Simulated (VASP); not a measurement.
# Mg (Fm-3m) in VASP: further runs

Aim: see how the results for Mg move with the level of theory and the settings. Levels: RPBE, r2SCAN. Tasks: single point.

All numbers are computed with VASP 6.6.1; they aren't measurements. Logs are shortened: lines on timing, memory, paths and dates and some standing lists are left out, and cuts for length are marked.

## Step 1: The cell of the first run

It takes space group Fm-3m (No. 225, cubic). Conventional cell: a = 4.569 Å, b = 4.569 Å, c = 4.569 Å, α = 90.00°, β = 90.00°, γ = 90.00°. Within 4.3 Å of Mg (site symmetry m-3m) lie 12 Mg at 3.23 Å.

## Step 2: Single point, RPBE

File INCAR:

```
PREC = Accurate
ENCUT = 520
EDIFF = 1E-6
ISMEAR = -1
SIGMA = 0.05
LREAL = F
LASPH = T
NELM = 60
ALGO = Fast
ISIF = 2
LWAVE = F
LCHARG = F
GGA = RP
NBANDS = 7
```

File KPOINTS:

```
regular mesh
0
Gamma
  10 10 10
```

File POSCAR:

```
Mg
1.0
    0.0000000000      2.2845509863      2.2845509863
    2.2845509863      0.0000000000      2.2845509863
    2.2845509863      2.2845509863      0.0000000000
Mg
1
Direct
    0.0000000000      0.0000000000      0.0000000000
```

Potentials or basis: VASP PAW PBE potentials, release 64 (Mg).

Started as:

```sh
$ cat potpaw_PBE.64/Mg/POTCAR > POTCAR
$ mpirun -np 1 vasp_std > vasp.out
```

OUTCAR:

```text
PREC = Accurate
   ENCUT = 520
   EDIFF = 1E-6
   ISMEAR = -1
   LREAL = F
   LASPH = T
   NELM = 60
   ISIF = 2
   GGA = RP

 ion  position               nearest neighbor table
   1  0.000  0.000  0.000-

  LATTYP: Found a face centered cubic cell.
 ALAT       =     4.5691019726

  Lattice vectors:

 A1 = (   0.0000000000,   2.2845509863,   2.2845509863)
 A2 = (   2.2845509863,   0.0000000000,   2.2845509863)
 A3 = (   2.2845509863,   2.2845509863,   0.0000000000)

Analysis of symmetry for initial positions (statically):
=====================================================================
 Subroutine PRICEL returns:
 Original cell was already a primitive cell.

 Routine SETGRP: Setting up the symmetry group for a
 face centered cubic supercell.

 Subroutine GETGRP returns: Found 48 space group operations
 (whereof 48 operations were pure point group operations)
 out of a pool of 48 trial point group operations.

The static configuration has the point symmetry O_h .

Analysis of symmetry for dynamics (positions and initial velocities):
=====================================================================
 Subroutine PRICEL returns:
 Original cell was already a primitive cell.

 Routine SETGRP: Setting up the symmetry group for a
 face centered cubic supercell.

 Subroutine GETGRP returns: Found 48 space group operations
 (whereof 48 operations were pure point group operations)
 out of a pool of 48 trial point group operations.

The dynamic configuration has the point symmetry O_h .

 Subroutine INISYM returns: Found 48 space group operations
 (whereof 48 operations are pure point group operations),
 and found     1 'primitive' translations

----------------------------------------------------------------------------------------

                                     Primitive cell

  volume of cell :      23.8469

  direct lattice vectors                    reciprocal lattice vectors
     0.000000000  2.284550986  2.284550986    -0.218861388  0.218861388  0.218861388
     2.284550986  0.000000000  2.284550986     0.218861388 -0.218861388  0.218861388
     2.284550986  2.284550986  0.000000000     0.218861388  0.218861388 -0.218861388

  length of vectors
     3.230842989  3.230842989  3.230842989     0.379079044  0.379079044  0.379079044

  position of ions in fractional coordinates (direct lattice)
     0.000000000  0.000000000  0.000000000

  ion indices of the primitive-cell ions
   primitive index   ion index
                 1           1

----------------------------------------------------------------------------------------

 KPOINTS: regular mesh

Automatic generation of k-mesh.
 Grid dimensions read from file:
 generate k-points for:   10   10   10

 Generating k-lattice:

  Cartesian coordinates                     Fractional coordinates (reciprocal lattice)
    -0.021886139  0.021886139  0.021886139     0.100000000  0.000000000  0.000000000
     0.021886139 -0.021886139  0.021886139     0.000000000  0.100000000  0.000000000
     0.021886139  0.021886139 -0.021886139     0.000000000  0.000000000  0.100000000

  Length of vectors
     0.037907904  0.037907904  0.037907904

  Shift w.r.t. Gamma in fractional coordinates (k-lattice)
     0.000000000  0.000000000  0.000000000

 Subroutine IBZKPT returns following result:
 ===========================================

 Found     47 irreducible k-points:

 Following reciprocal coordinates:
            Coordinates               Weight
  0.000000  0.000000  0.000000      1.000000
  0.100000  0.000000  0.000000      8.000000
  0.200000  0.000000  0.000000      8.000000
  0.300000  0.000000  0.000000      8.000000
  0.400000  0.000000  0.000000      8.000000
  0.500000  0.000000  0.000000      4.000000
[... 16 lines left out ...]
  0.300000  0.300000  0.000000      6.000000
  0.400000  0.300000  0.000000     24.000000
 [... further k-points ...]
   k-points           NKPTS =     47   k-points in BZ     NKDIM =     47   number of bands    NBANDS=      7
   number of dos      NEDOS =    301   number of ions     NIONS =      1
   total plane-waves  NPLWV =  13824
   dimension x,y,z NGX =    24 NGY =   24 NGZ =   24
   dimension x,y,z NGXF=    48 NGYF=   48 NGZF=   48
   ions per type =               1
   NGX,Y,Z   is equivalent  to a cutoff of  12.35, 12.35, 12.35 a.u.
   NGXF,Y,Z  is equivalent  to a cutoff of  24.70, 24.70, 24.70 a.u.
 SYSTEM =  unknown system
   PREC   = accura    normal or accurate (medium, high low for compatibility)
   ISTART =      0    job   : 0-new  1-cont  2-samecut
   ICHARG =      2    charge: 1-file 2-atom 10-const
   ISPIN  =      1    spin polarized calculation?
   LNONCOLLINEAR =      F non collinear calculations
   LSORBIT =      F    spin-orbit coupling
   LASPH  =      T    aspherical Exc in radial PAW
   ENCUT  =  520.0 eV  38.22 Ry    6.18 a.u.   6.01  6.01  6.01*2*pi/ulx,y,z
   NELM   =     60;   NELMIN=  2; NELMDL= -5     # of ELM steps
   EDIFF  = 0.1E-05   stopping-criterion for ELM
   LREAL  =      F    real-space projection
   EDIFFG = 0.1E-04   stopping-criterion for IOM
   NSW    =      0    number of steps for IOM
   IBRION =     -1    ionic relax: 0-MD 1-quasi-New 2-CG
   NFREE  =      0    steps in history (QN), initial steepest desc. (CG)
   ISIF   =      2    stress and relaxation
   ISYM   =      2    0-nonsym 1-usesym 2-fastsym
   POTIM  = 0.5000    time-step for ionic-motion
   TEBEG  =    0.0;   TEEND  =   0.0 temperature during run
   PSTRESS=    0.0 pullay stress
   NELECT =       2.0000    total number of electrons
   NUPDOWN=      -1.0000    fix difference up-down
   EMIN   =  10.00;   EMAX   =-10.00  energy-range for DOS
   EFERMI =   0.00;   METHOD = LEGACY
   ISMEAR =    -1;   SIGMA  =   0.05  broadening in eV -4-tet -1-fermi 0-gaus
   EFERMI_NEDOS =   21; number of points for ismear=-14 and -15
   IALGO  =     68    algorithm
   IMIX   =      4    mixing-type and parameters
     AMIX     =   0.40;   BMIX     =  1.00
     AMIX_MAG =   1.60;   BMIX_MAG =  1.00
  volume/ion in A,a.u.               =      23.85       160.93
  Fermi-wavevector in a.u.,A,eV,Ry     =   0.716595  1.354169  6.986712  0.513509
  Thomas-Fermi vector in A             =   1.805057
   LORBIT       =      0    0 simple, 1 ext, 2 COOP (PROOUT), +10 PAW based schemes
   GGA     = RP    functional components
   LHFCALC =     F    Hartree Fock is set to
   AEXX    =    0.0000 exact exchange contribution
   IVDW    =     0    specifies the selected vdW correction
   LEPSILON=     F    determine dielectric tensor
   LRPA    =     F    only Hartree local field effects (RPA)
 non-spin polarized calculation
 RMM-DIIS sequential band-by-band and
  energy-cutoff  :      520.00
  volume of cell :       23.85
 maximum number of plane-waves:       656
   NGX = 13   NGY = 13   NGZ = 13

 number of electron       2.0000000 magnetization

 Free energy of the ion-electron system (eV)
  ---------------------------------------------------
  ext. energy  EPLUGINS =         0.00000000
  ---------------------------------------------------
  free energy    TOTEN  =        -1.33104608 eV

  energy without entropy =       -1.32693132  energy(sigma->0) =       -1.32898870

 E-fermi :   2.6056     XC(G=0):  -8.2785

 val. band max:        2.5742706135   @ k =  -0.4000   0.5000   0.1000
 cond. band min:       2.6993891002   @ k =  -0.3000   0.4000   0.1000
 fundamental gap:      0.1251184867
 Fermi energy:         2.6055754938

 k-point     1 :       0.0000    0.0000    0.0000
  band No.  band energies     occupation
      1      -4.2262      2.00000
      2      14.6758      0.00000
      3      14.6758      0.00000
      4      14.6758      0.00000
      5      16.4876      0.00000
      6      16.4876      0.00000
      7      16.4876      0.00000

 k-point     2 :       0.1000    0.0000    0.0000
  band No.  band energies     occupation
      1      -4.0096      2.00000
      2      12.0758      0.00000
      3      14.2311      0.00000
      4      14.2311      0.00000
      5      16.3733      0.00000
      6      17.3010      0.00000
      7      17.3010      0.00000

 k-point     3 :       0.2000    0.0000    0.0000
  band No.  band energies     occupation
      1      -3.3626      2.00000
      2       8.8828      0.00000
      3      13.6775      0.00000
      4      13.6775      0.00000
      5      15.9105      0.00000
      6      17.4825      0.00000
      7      17.4825      0.00000

 k-point     4 :       0.3000    0.0000    0.0000
  band No.  band energies     occupation
      1      -2.2935      2.00000
      2       5.9436      0.00000
      3      13.3983      0.00000
      4      13.3983      0.00000
      5      15.6274      0.00000
      6      15.9860      0.00000
      7      15.9860      0.00000

 k-point     5 :       0.4000    0.0000    0.0000
  band No.  band energies     occupation
      1      -0.8169      2.00000
      2       3.3354      0.00000
      3      13.4300      0.00000
      4      13.4300      0.00000
      5      14.8676      0.00000
      6      14.8676      0.00000
      7      15.6302      0.00000

 k-point     6 :       0.5000    0.0000    0.0000
  band No.  band energies     occupation
      1       0.8668      2.00000
      2       1.2735      2.00000
      3      13.5998      0.00000
      4      13.5998      0.00000
      5      14.3335      0.00000
      6      14.3335      0.00000
      7      15.7368      0.00000

 k-point     7 :       0.1000    0.1000    0.0000
  band No.  band energies     occupation
      1      -3.9375      2.00000
      2      12.9814      0.00000
      3      13.1684      0.00000
      4      13.1684      0.00000
      5      15.6073      0.00000
      6      17.4888      0.00000
      7      18.4757      0.00000

 k-point     8 :       0.2000    0.1000    0.0000
  band No.  band energies     occupation
      1      -3.4343      2.00000
      2      10.0422      0.00000
      3      12.4076      0.00000
      4      13.2493      0.00000
      5      15.3623      0.00000
      6      16.2677      0.00000
      7      18.3813      0.00000

 k-point     9 :       0.3000    0.1000    0.0000
  band No.  band energies     occupation
      1      -2.5064      2.00000
      2       7.0477      0.00000
      3      11.9947      0.00000
      4      12.8372      0.00000
      5      13.9788      0.00000
      6      17.8958      0.00000
      7      18.1196      0.00000

 k-point    10 :       0.4000    0.1000    0.0000
  band No.  band energies     occupation
      1      -1.1662      2.00000
      2       4.3391      0.00000
      3      11.9400      0.00000
      4      12.1535      0.00000
      5      13.3380      0.00000
      6      16.9853      0.00000
      7      18.0384      0.00000

 k-point    11 :       0.5000    0.1000    0.0000
  band No.  band energies     occupation
      1       0.5542      2.00000
      2       1.9923      1.99999
      3      11.3425      0.00000
      4      12.2486      0.00000
      5      13.5492      0.00000
      6      16.0663      0.00000
      7      17.8434      0.00000
[... 51 lines left out ...]
 k-point    17 :       0.3000    0.2000    0.0000
  band No.  band energies     occupation
      1      -2.2935      2.00000
      2       8.4556      0.00000
      3      10.9544      0.00000
      4      11.1042      0.00000
      5      12.0207      0.00000
      6      14.8991      0.00000
      7      20.7622      0.00000

 k-point    18 :       0.4000    0.2000    0.0000
  band No.  band energies     occupation
      1      -1.0964      2.00000
      2       5.7088      0.00000
      3       9.7796      0.00000
      4      10.7761      0.00000
      5      11.9435      0.00000
      6      16.8472      0.00000
      7      19.5045      0.00000

 k-point    19 :       0.5000    0.2000    0.0000
  band No.  band energies     occupation
      1       0.4941      2.00000
      2       3.2605      0.00000
      3       8.7268      0.00000
      4      10.9646      0.00000
      5      12.1689      0.00000
      6      18.4854      0.00000
      7      19.2134      0.00000

 k-point    20 :      -0.4000    0.2000    0.0000
  band No.  band energies     occupation
      1       1.0990      2.00000
      2       2.5264      1.65931
      3       8.0435      0.00000
      4      11.5229      0.00000
      5      12.7891      0.00000
      6      17.7926      0.00000
      7      19.6277      0.00000

 k-point    21 :      -0.3000    0.2000    0.0000
  band No.  band energies     occupation
      1      -0.6077      2.00000
      2       4.8098      0.00000
      3       7.7882      0.00000
      4      12.4547      0.00000
      5      13.7978      0.00000
      6      17.4070      0.00000
      7      19.1818      0.00000

 k-point    22 :      -0.2000    0.2000    0.0000
  band No.  band energies     occupation
      1      -1.9397      2.00000
      2       7.0442      0.00000
      3       8.3476      0.00000
      4      13.7613      0.00000
      5      15.1512      0.00000
      6      16.9195      0.00000
      7      18.2250      0.00000

 k-point    23 :       0.3000    0.3000    0.0000
  band No.  band energies     occupation
      1      -1.6579      2.00000
      2       9.2237      0.00000
      3       9.6615      0.00000
      4      10.2839      0.00000
      5      10.2839      0.00000
      6      13.1992      0.00000
      7      22.8641      0.00000

 k-point    24 :       0.4000    0.3000    0.0000
  band No.  band energies     occupation
      1      -0.6088      2.00000
      2       7.2569      0.00000
      3       7.7694      0.00000
      4       9.9812      0.00000
      5      10.7758      0.00000
      6      13.8999      0.00000
      7      22.2779      0.00000

 [... further k-points ...]
[... 5 lines left out ...]
  --------------------------------------------------------------------------------------
  -------------------------------------------------------------------------------------
  Total       -0.0235440     -0.0235440     -0.0235440     -0.0000000      0.0000000      0.0000000
  in kB       -1.5818229     -1.5818229     -1.5818229     -0.0000000      0.0000000      0.0000000
  external PRESSURE =      -1.5818229 kB  Pullay stress =       0.0000000 kB

 VOLUME and BASIS-vectors are now :
 -----------------------------------------------------------------------------
  energy-cutoff  :      520.00
  volume of cell :       23.85
      direct lattice vectors                 reciprocal lattice vectors
     0.000000000  2.284550986  2.284550986    -0.218861388  0.218861388  0.218861388
     2.284550986  0.000000000  2.284550986     0.218861388 -0.218861388  0.218861388
     2.284550986  2.284550986  0.000000000     0.218861388  0.218861388 -0.218861388

 POSITION                                       TOTAL-FORCE (eV/Angst)
 -----------------------------------------------------------------------------------
      0.00000      0.00000      0.00000         0.000000     -0.000000     -0.000000
 -----------------------------------------------------------------------------------
    total drift:                               -0.000000      0.000000      0.000000

  FREE ENERGIE OF THE ION-ELECTRON SYSTEM (eV)
  ---------------------------------------------------
  free  energy   TOTEN  =        -1.3310460818 eV

  energy  without entropy=       -1.3269313239  energy(sigma->0) =       -1.32898870
```

Run time: 2.5 s. Hardware: 1 thread of Intel Xeon 6975P-C (Granite Rapids), shared host; peak memory 0.13 GiB.

Results:

```yaml
Free_energy: -1.3310 eV
Pressure: -0.2 GPa
Band_gap_on_the_k_mesh: zero (band 1 reaches 3.36 eV, above the bottom of band 2 at 1.27 eV)
```

Caveat: the PAW data sets were made with another functional, which shifts forces and pressure a little.

## Step 3: Single point, r2SCAN

This run uses another cell than the first one, of 22.71 Å³/atom, 0.952 times its volume.

File POSCAR:

```
Mg
1.0
    0.0000000000      2.2476252136      2.2476252136
    2.2476252136      0.0000000000      2.2476252136
    2.2476252136      2.2476252136      0.0000000000
Mg
1
Direct
    0.0000000000      0.0000000000      0.0000000000
```

File INCAR.step1:

```
SYSTEM = Mg
PREC = Accurate
ENCUT = 520
ISMEAR = -1
SIGMA = 0.05
LREAL = .False.
LASPH = .True.
NELM = 80
NBANDS = 7
GGA = PE
ALGO = Normal
EDIFF = 1E-4
LWAVE = .True.
LCHARG = .False.
```

File INCAR.step2:

```
SYSTEM = Mg
PREC = Accurate
ENCUT = 520
EDIFF = 1E-6
ISMEAR = -1
SIGMA = 0.05
LREAL = .False.
LASPH = .True.
NELM = 80
ALGO = Normal
ISIF = 2
LWAVE = .False.
LCHARG = .False.
METAGGA = R2SCAN
LMIXTAU = .True.
NBANDS = 7
ISTART = 1
```

File KPOINTS:

```
regular mesh
0
Gamma
  10 10 10
  0 0 0
```

Potentials or basis: VASP PAW PBE potentials, release 64 (Mg).

Started as:

```sh
$ cat potpaw_PBE.64/Mg/POTCAR > POTCAR
$ cp INCAR.step1 INCAR
$ mpirun -np 1 vasp_std > vasp.out
$ cp INCAR.step2 INCAR
$ mpirun -np 1 vasp_std > vasp.out
```

Run time: 8.9 s. Hardware: 1 thread of Intel Xeon 6975P-C (Granite Rapids), shared host; peak memory 0.14 GiB.

It converged, with:

```
Free energy            : -4.1330 eV
Pressure               : -0.2 GPa
Band gap on the k mesh : zero (band 1 reaches 3.56 eV, above the bottom of band 2 at 1.45 eV)
```

Levels at points of the mesh, in eV from the Fermi level:
```csv
k point,band 1,band 2,band 3,band 4
"(0.00, 0.00, 0.00)",-7.50,13.19,13.19,13.19
"(0.50, 0.00, 0.00)",-2.02,-1.32,12.00,12.01
"(0.50, 0.50, 0.00)",-0.36,0.82,6.39,7.45
```

Caveat: the PAW data sets were made with another functional, which shifts forces and pressure a little.
